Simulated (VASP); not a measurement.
KF: single point with LDA

KF:

```
CELL_PARAMETERS angstrom
0.11271 2.66655 2.66655
2.66655 0.11271 2.66655
2.66655 2.66655 0.11271
ATOMIC_POSITIONS crystal
K 0.00000 0.00000 0.00000
F 0.50000 0.50000 0.50000
```

```yaml
Program: VASP 6.6.1
Task: single point
Functional: LDA
Potentials_or_basis: VASP PAW LDA potentials, release 64 (K_sv, F)
Cutoff: 520 eV
k_mesh: 8 × 8 × 8
Occupations: gaussian, width 0.05 eV
Spin: no spin polarisation
Dipole_correction: no
Further_INCAR_settings: ALGO = Normal; EDIFF = 1e-06; NBANDS = 15
```

```
Pressure               : -1.2 GPa
Band gap on the k mesh : 6.13 eV, direct
```

Stress tensor (GPa, compression positive):
```
-1.20 -0.69 -0.69
-0.69 -1.20 -0.69
-0.69 -0.69 -1.20
```

Levels at points of the mesh, in eV from the valence-band top:
```csv
k point,band 6,band 7,band 8,band 9,band 10,band 11
"(0.00, 0.00, 0.00)",-0.07,0.00,0.00,6.13,10.21,10.87
"(0.50, 0.00, 0.00)",-0.96,-0.54,-0.42,9.07,10.78,11.99
"(0.50, 0.50, 0.00)",-0.21,-0.08,-0.04,7.90,10.45,11.95
"(0.50, 0.50, 0.50)",-0.96,-0.36,-0.36,8.86,10.54,12.16
```

Wall time 32 s on 1 thread of Intel(R) Xeon(R) Platinum 8375C CPU @ 2.90GHz (Ice Lake), on a shared host, peak memory 0.16 GiB.

A k mesh can miss the band edges. Expect the measured gap to be larger: semilocal functionals such as LDA lack the derivative discontinuity.
